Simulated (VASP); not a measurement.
Runs of VASP 6.6.1 on Bi. The structure is that of space group P6/mmm (No. 191), or close to it. The cells are those of the table. This isn't the form of Bi at room conditions, which is rhombohedral.

```tsv
cell	k mesh	gap on the mesh (eV)	pressure (GPa)
a = 5.550, b = 5.550, c = 3.262 Å, angles 90.0, 90.0, 120.0°, 3 atoms	7 × 7 × 11	none	5.5
a = 5.629, b = 5.629, c = 3.308 Å, angles 90.0, 90.0, 120.0°, 3 atoms	7 × 7 × 11	none	(b)
a = 5.707, b = 5.707, c = 3.354 Å, angles 90.0, 90.0, 120.0°, 3 atoms	7 × 7 × 9	none	0.0
a = 5.707, b = 5.707, c = 3.354 Å, angles 90.0, 90.0, 120.0°, 3 atoms	7 × 7 × 11	none	0.1
a = 5.469, b = 5.469, c = 3.214 Å, angles 90.0, 90.0, 120.0°, 3 atoms	7 × 7 × 11	none	9.4
a = 5.707, b = 5.707, c = 3.354 Å, angles 90.0, 90.0, 120.0°, 3 atoms	9 × 9 × 12	none	(a)
```

Alike in all rows: task single point; level r2SCAN; potentials or basis VASP PAW PBE potentials, release 64 (Bi_d); no spin polarisation; cutoff (eV) 550; smearing fermi-dirac 0.1 eV.

Fill in the values left out.

(a) -0.1; (b) 2.5.

Caveats: the PAW data sets were made with another functional, which shifts forces and pressure a little; spin-orbit coupling is left out, which moves the levels of the heavy elements; the cell stands under pressure (at least some runs).

A k mesh can miss the band edges, and the runs leave out spin-orbit coupling on Bi.

A gap of «none» marks levels without a gap at the run's occupations.
